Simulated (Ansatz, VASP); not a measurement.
KF in VASP and in Ansatz

Contents of INCAR:

```
PREC     = Accurate       # precision mode
ENCUT    = 520            # plane-wave cutoff, eV
EDIFF    = 1E-7           # SCF threshold, eV
ISMEAR   = 0              # smearing method
SIGMA    = 0.05           # smearing width, eV
LREAL    = F              # projectors in reciprocal space
LASPH    = T              # aspherical terms in the spheres
NELM     = 100            # most SCF steps
ALGO     = Normal         # electronic algorithm
ISIF     = 2              # what is computed and relaxed
LWAVE    = F              # write WAVECAR
LCHARG   = F              # write CHGCAR
GGA      = PE             # functional
NBANDS   = 15             # bands
```

Contents of KPOINTS:

```
Automatic mesh
0
Gamma
  8 8 8
```

File POSCAR:

```
KF
1.0
    0.1145431548      2.7099318578      2.7099318578
    2.7099318578      0.1145431548      2.7099318578
    2.7099318578      2.7099318578      0.1145431548
K F
1 1
Direct
    0.0000000000      0.0000000000      0.0000000000
    0.5000000000      0.5000000000      0.5000000000
```

Input for Ansatz:

```yaml
crystal:
  lattice:
    - [0.1145431548, 2.7099318578, 2.7099318578]
    - [2.7099318578, 0.1145431548, 2.7099318578]
    - [2.7099318578, 2.7099318578, 0.1145431548]
  atoms:
    - { symbol: K, position: [0.0, 0.0, 0.0] }
    - { symbol: F, position: [0.5, 0.5, 0.5] }
basis:
  ecutwfc: 520.0
kpoints:
  mp_grid: { grid: [8, 8, 8] }
hamiltonian:
  xc: pbe
scf:
  occupations: { method: gaussian, width: 0.05 }
output:
  forces: true
  stress: true
  eigenvalues: true
```

Alike in both runs: task single point; functional PBE; k mesh 8 × 8 × 8; occupations gaussian, width 0.05 eV; no spin polarisation.

```csv
,VASP,Ansatz
version,VASP 6.6.1,Ansatz 0.2.0
potentials or method,"VASP PAW PBE potentials, release 64 (K_sv, F), cutoff 520 eV","scalar-relativistic, plane waves, PAW"
valence electrons in the cell,16,16
```

Ansatz gave:

| Property | Result |
| --- | --- |
| gap on the k mesh at the Fermi level (eV) | 6.26 |
| least direct gap on the mesh (eV) | 6.26 |
| pressure (GPa) | 2.2 |
| traceless stress, the component that is largest in VASP (GPa) | -0.63 |

Task: What did VASP give for the same quantities?

Result: gap on the k mesh at the Fermi level (eV): 6.24; least direct gap on the mesh (eV): 6.24; pressure (GPa): 2.2; traceless stress, the component that is largest in VASP (GPa): -0.62.
